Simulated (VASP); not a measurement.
# C (P-1) in VASP: single point with LDA

Aim: the single point of C with LDA.

Program: VASP 6.6.1. These are calculated values, not measurements. Logs are shortened: lines on timing, memory, paths and dates and some standing lists are left out, and cuts for length are marked.

### Step 1. The cell of the first run

The typed cell holds 10 atoms: a = 2.445 Å, b = 3.616 Å, c = 10.429 Å, α = 92.66°, β = 83.27°, γ = 109.74°.

### Step 2. Single point, LDA

INCAR reads:

```
ALGO = Normal
EDIFF = 1E-7
ENCUT = 520
ISIF = 2
ISMEAR = 0
LASPH = T
LCHARG = F
LREAL = F
LWAVE = F
NBANDS = 31
NELM = 80
PREC = Accurate
SIGMA = 0.05
```

KPOINTS reads:

```
k-points
0
Gamma
  11 8 3
```

POSCAR reads:

```
C
1.0
   -2.1172982845     -1.2224340470      0.0115975242
    1.3916690920      0.0000000000     -3.3373019260
    4.0125832692     -9.3719943604      2.1978070610
C
10
Direct
    0.7888127187      0.1443012851      0.0666766019
    0.2554793853      0.2776346185      0.2666766019
   -0.2778539480      0.4109679518      0.4666766019
    0.1888127187      0.5443012851      0.6666766019
   -0.3445206147      0.6776346185      0.8666766019
    0.1445206147     -0.2776346185      0.9333233981
    0.2778539480      0.1890320482      0.1333233981
    0.7445206147      0.3223653815      0.3333233981
    0.2111872813      0.4556987149      0.5333233981
   -0.3221460520      0.5890320482      0.7333233981
```

Potentials or basis: VASP PAW LDA potentials, release 64 (C).

Command:

```console
$ cat potpaw_LDA.64/C/POTCAR > POTCAR
$ mpirun -np 1 vasp_std > vasp.out
```

OUTCAR:

```text
EDIFF = 1E-7
   ENCUT = 520
   ISIF = 2
   ISMEAR = 0
   LASPH = T
   LREAL = F
   NELM = 80
   PREC = Accurate

 ion  position               nearest neighbor table
   1  0.789  0.144  0.067-   7 1.41   7 1.41
   2  0.255  0.278  0.267-   7 1.41   8 1.41   8 1.41
   3  0.722  0.411  0.467-   8 1.41   9 1.41   9 1.41
   4  0.189  0.544  0.667-   9 1.41  10 1.41  10 1.41
   5  0.655  0.678  0.867-  10 1.41   6 1.41   6 1.41
   6  0.145  0.722  0.933-   5 1.41   5 1.41
   7  0.278  0.189  0.133-   2 1.41   1 1.41   1 1.41
   8  0.745  0.322  0.333-   3 1.41   2 1.41   2 1.41
   9  0.211  0.456  0.533-   4 1.41   3 1.41   3 1.41
  10  0.678  0.589  0.733-   5 1.41   4 1.41   4 1.41

  LATTYP: Found a triclinic cell.
 ALAT       =     3.6167931227
 B/A-ratio  =     0.6759796730
 C/A-ratio  =     3.0077357269
 COS(alpha) =     0.0000381791
 COS(beta)  =     0.2878345661
 COS(gamma) =     0.3383780408

  Lattice vectors:

 A1 = (   0.7256291925,   1.2224340470,   3.3257044018)
 A2 = (   2.1172982845,   1.2224340470,  -0.0115975242)
 A3 = (  -5.4042523612,   9.3719943604,   1.1394948650)

Analysis of symmetry for initial positions (statically):
=====================================================================
 Subroutine PRICEL returns:
 Original cell was already a primitive cell.

 Routine SETGRP: Setting up the symmetry group for a
 triclinic supercell.

 Subroutine GETGRP returns: Found  2 space group operations
 (whereof  1 operations were pure point group operations)
 out of a pool of  2 trial point group operations.

The static configuration has the point symmetry C_1 .
 The point group associated with its full space group is S_2 .

Analysis of symmetry for dynamics (positions and initial velocities):
=====================================================================
 Subroutine PRICEL returns:
 Original cell was already a primitive cell.

 Routine SETGRP: Setting up the symmetry group for a
 triclinic supercell.

 Subroutine GETGRP returns: Found  2 space group operations
 (whereof  1 operations were pure point group operations)
 out of a pool of  2 trial point group operations.

The dynamic configuration has the point symmetry C_1 .
 The point group associated with its full space group is S_2 .

 Subroutine INISYM returns: Found  2 space group operations
 (whereof  1 operations are pure point group operations),
 and found     1 'primitive' translations

----------------------------------------------------------------------------------------

                                     Primitive cell

  volume of cell :      86.1807

  direct lattice vectors                    reciprocal lattice vectors
    -2.117298284 -1.222434047  0.011597524    -0.362925649 -0.190876010 -0.151341539
     1.391669092  0.000000000 -3.337301926     0.029913695 -0.054536003 -0.287169113
     4.012583269 -9.371994360  2.197807061     0.047338128 -0.081804004  0.019740201

  length of vectors
     2.444878632  3.615843886 10.429067967     0.437096030  0.293828359  0.096552934

  position of ions in fractional coordinates (direct lattice)
     0.788812719  0.144301285  0.066676602
     0.255479385  0.277634619  0.266676602
     0.722146052  0.410967952  0.466676602
     0.188812719  0.544301285  0.666676602
     0.655479385  0.677634619  0.866676602
     0.144520615  0.722365381  0.933323398
     0.277853948  0.189032048  0.133323398
     0.744520615  0.322365381  0.333323398
     0.211187281  0.455698715  0.533323398
     0.677853948  0.589032048  0.733323398

  ion indices of the primitive-cell ions
   primitive index   ion index
                 1           1
                 2           2
                 3           3
                 4           4
                 5           5
                 6           6
                 7           7
                 8           8
                 9           9
                10          10

----------------------------------------------------------------------------------------

 KPOINTS: k-points

Automatic generation of k-mesh.
 Grid dimensions read from file:
 generate k-points for:   11    8    3

 Generating k-lattice:

  Cartesian coordinates                     Fractional coordinates (reciprocal lattice)
    -0.032993241 -0.017352365 -0.013758322     0.090909091  0.000000000  0.000000000
     0.003739212 -0.006817000 -0.035896139    -0.000000000  0.125000000 -0.000000000
     0.015779376 -0.027268001  0.006580067     0.000000000 -0.000000000  0.333333333

  Length of vectors
     0.039736003  0.036728545  0.032184311

  Shift w.r.t. Gamma in fractional coordinates (k-lattice)
     0.000000000  0.000000000  0.000000000

 Subroutine IBZKPT returns following result:
 ===========================================

 Found    133 irreducible k-points:

 Following reciprocal coordinates:
            Coordinates               Weight
  0.000000  0.000000  0.000000      1.000000
  0.090909 -0.000000  0.000000      2.000000
  0.181818 -0.000000  0.000000      2.000000
  0.272727 -0.000000  0.000000      2.000000
  0.363636  0.000000  0.000000      2.000000
  0.454545 -0.000000  0.000000      2.000000
[... 16 lines left out ...]
  0.454545  0.250000  0.000000      2.000000
 -0.454545  0.250000 -0.000000      2.000000
 [... further k-points ...]
   k-points           NKPTS =    133   k-points in BZ     NKDIM =    133   number of bands    NBANDS=     31
   number of dos      NEDOS =    301   number of ions     NIONS =     10
   total plane-waves  NPLWV =  40320
   dimension x,y,z NGX =    18 NGY =   28 NGZ =   80
   dimension x,y,z NGXF=    36 NGYF=   56 NGZF=  160
   ions per type =              10
   NGX,Y,Z   is equivalent  to a cutoff of  12.24, 12.87, 12.75 a.u.
   NGXF,Y,Z  is equivalent  to a cutoff of  24.48, 25.75, 25.51 a.u.
 SYSTEM =  unknown system
   PREC   = accura    normal or accurate (medium, high low for compatibility)
   ISTART =      0    job   : 0-new  1-cont  2-samecut
   ICHARG =      2    charge: 1-file 2-atom 10-const
   ISPIN  =      1    spin polarized calculation?
   LNONCOLLINEAR =      F non collinear calculations
   LSORBIT =      F    spin-orbit coupling
   LASPH  =      T    aspherical Exc in radial PAW
   ENCUT  =  520.0 eV  38.22 Ry    6.18 a.u.   4.55  6.72 19.39*2*pi/ulx,y,z
   NELM   =     80;   NELMIN=  2; NELMDL= -5     # of ELM steps
   EDIFF  = 0.1E-06   stopping-criterion for ELM
   LREAL  =      F    real-space projection
   EDIFFG = 0.1E-05   stopping-criterion for IOM
   NSW    =      0    number of steps for IOM
   IBRION =     -1    ionic relax: 0-MD 1-quasi-New 2-CG
   NFREE  =      0    steps in history (QN), initial steepest desc. (CG)
   ISIF   =      2    stress and relaxation
   ISYM   =      2    0-nonsym 1-usesym 2-fastsym
   POTIM  = 0.5000    time-step for ionic-motion
   TEBEG  =    0.0;   TEEND  =   0.0 temperature during run
   PSTRESS=    0.0 pullay stress
   NELECT =      40.0000    total number of electrons
   NUPDOWN=      -1.0000    fix difference up-down
   EMIN   =  10.00;   EMAX   =-10.00  energy-range for DOS
   EFERMI =   0.00;   METHOD = LEGACY
   ISMEAR =     0;   SIGMA  =   0.05  broadening in eV -4-tet -1-fermi 0-gaus
   EFERMI_NEDOS =   21; number of points for ismear=-14 and -15
   IALGO  =     38    algorithm
   IMIX   =      4    mixing-type and parameters
     AMIX     =   0.40;   BMIX     =  1.00
     AMIX_MAG =   1.60;   BMIX_MAG =  1.00
  volume/ion in A,a.u.               =       8.62        58.16
  Fermi-wavevector in a.u.,A,eV,Ry     =   1.267530  2.395284 21.859556  1.606632
  Thomas-Fermi vector in A             =   2.400673
   LORBIT       =      0    0 simple, 1 ext, 2 COOP (PROOUT), +10 PAW based schemes
   GGA     = CA    functional components
   LHFCALC =     F    Hartree Fock is set to
   AEXX    =    0.0000 exact exchange contribution
   IVDW    =     0    specifies the selected vdW correction
   LEPSILON=     F    determine dielectric tensor
   LRPA    =     F    only Hartree local field effects (RPA)
 non-spin polarized calculation
 Gauss-broadening in eV      SIGMA  =   0.05
  energy-cutoff  :      520.00
  volume of cell :       86.18
 maximum number of plane-waves:      2345
   NGX =  9   NGY = 13   NGZ = 39

 number of electron      40.0000003 magnetization

 Free energy of the ion-electron system (eV)
  ---------------------------------------------------
  ext. energy  EPLUGINS =         0.00000000
  ---------------------------------------------------
  free energy    TOTEN  =       -95.89909540 eV

  energy without entropy =      -95.89695257  energy(sigma->0) =      -95.89802398

 E-fermi :   4.2453     XC(G=0): -10.9667

 val. band max:        4.2387876140   @ k =   0.4545  -0.3750   0.3333
 cond. band min:       4.2477172998   @ k =  -0.3636   0.1250  -0.0000
 fundamental gap:      0.0089296857
 Fermi energy:         4.2452894989

 k-point     1 :       0.0000    0.0000    0.0000
  band No.  band energies     occupation
      1     -14.7635      2.00000
      2     -13.9525      2.00000
      3     -13.3343      2.00000
      4     -11.1972      2.00000
      5     -10.4516      2.00000
      6      -6.7626      2.00000
[... 23 lines left out ...]
     30      13.2507      0.00000
     31      13.5551      0.00000

 k-point     2 :       0.0909   -0.0000    0.0000
  band No.  band energies     occupation
      1     -14.6074      2.00000
      2     -13.8028      2.00000
      3     -13.1755      2.00000
      4     -11.0652      2.00000
      5     -10.3032      2.00000
      6      -6.6633      2.00000
[... 23 lines left out ...]
     30      13.7906      0.00000
     31      13.8550      0.00000

 k-point     3 :       0.1818   -0.0000    0.0000
  band No.  band energies     occupation
      1     -14.1415      2.00000
      2     -13.3551      2.00000
      3     -12.7033      2.00000
      4     -10.6687      2.00000
      5      -9.8643      2.00000
      6      -6.3914      2.00000
[... 703 lines left out ...]
     30      15.1864      0.00000
     31      15.6564      0.00000

 k-point    24 :      -0.4545    0.2500   -0.0000
  band No.  band energies     occupation
      1     -11.0984      2.00000
      2     -10.4911      2.00000
      3      -9.6351      2.00000
      4      -9.3923      2.00000
      5      -8.5814      2.00000
      6      -8.0355      2.00000
[... 23 lines left out ...]
     30      14.1620      0.00000
     31      14.8129      0.00000

 [... further k-points ...]
[... 5 lines left out ...]
  --------------------------------------------------------------------------------------
  -------------------------------------------------------------------------------------
  Total       -0.6703338      1.2975122     -2.7427798     -1.6432521      0.7685344     -0.4444428
  in kB      -12.4621182     24.1219376    -50.9907809    -30.5495580     14.2877566     -8.2625974
  external PRESSURE =     -13.1103205 kB  Pullay stress =       0.0000000 kB

 VOLUME and BASIS-vectors are now :
 -----------------------------------------------------------------------------
  energy-cutoff  :      520.00
  volume of cell :       86.18
      direct lattice vectors                 reciprocal lattice vectors
    -2.117298284 -1.222434047  0.011597524    -0.362925649 -0.190876010 -0.151341539
     1.391669092  0.000000000 -3.337301926     0.029913695 -0.054536003 -0.287169113
     4.012583269 -9.371994360  2.197807061     0.047338128 -0.081804004  0.019740201

 POSITION                                       TOTAL-FORCE (eV/Angst)
 -----------------------------------------------------------------------------------
     -1.20179     -1.58916     -0.32589         0.372894     -0.636277     -0.043218
      0.91551     -2.81160     -0.33748         0.134235     -0.223589     -0.413011
      0.91551     -5.25647     -0.33748        -0.040774      0.082887      0.056944
      3.03281     -6.47890     -0.34908        -0.051716      0.100046     -0.076928
      3.03281     -8.92377     -0.34908         0.280912     -0.480533     -0.062652
      4.44434     -8.92377     -0.35781        -0.372894      0.636277      0.043218
      0.20974     -1.58916     -0.33462        -0.280912      0.480533      0.062652
      0.20974     -4.03403     -0.33462         0.051716     -0.100046      0.076928
      2.32704     -5.25647     -0.34621         0.040774     -0.082887     -0.056944
      2.32704     -7.70133     -0.34621        -0.134235      0.223589      0.413011
 -----------------------------------------------------------------------------------
    total drift:                                0.000001     -0.000000     -0.000003

  FREE ENERGIE OF THE ION-ELECTRON SYSTEM (eV)
  ---------------------------------------------------
  free  energy   TOTEN  =       -95.8990953958 eV

  energy  without entropy=      -95.8969525657  energy(sigma->0) =      -95.89802398
```

It took 4.3 min on 1 thread of AMD EPYC 7R43 (Zen 3), shared host; peak memory 0.28 GiB.

What came out:

```yaml
Free_energy: -95.8991 eV
Pressure: -1.3 GPa
Largest_force: 0.739 eV/Å
Band_gap_on_the_k_mesh: zero (band 20 reaches 4.51 eV, above the bottom of band 21 at 4.04 eV)
```

Forces in eV/Å, atoms in the order of the input:
```
C    0.373 -0.636 -0.043
C    0.134 -0.224 -0.413
C   -0.041  0.083  0.057
C   -0.052  0.100 -0.077
C    0.281 -0.481 -0.063
C   -0.373  0.636  0.043
C   -0.281  0.481  0.063
C    0.052 -0.100  0.077
C    0.041 -0.083 -0.057
C   -0.134  0.224  0.413
```

Stress tensor (GPa, compression positive):
```
-1.25 -3.05 -0.83
-3.05  2.41  1.43
-0.83  1.43 -5.10
```

Levels at points of the mesh, in eV from the Fermi level:
```csv
k point,band 16,band 17,band 18,band 19,band 20,band 21,band 22,band 23,band 24,band 25
"(0.00, 0.00, 0.00)",-3.71,-3.35,-2.80,-1.70,-1.17,2.04,2.99,4.68,5.72,5.97
"(0.00, 0.50, 0.00)",-3.64,-3.59,-3.00,-2.69,-0.44,1.30,3.77,5.99,7.87,8.11
```
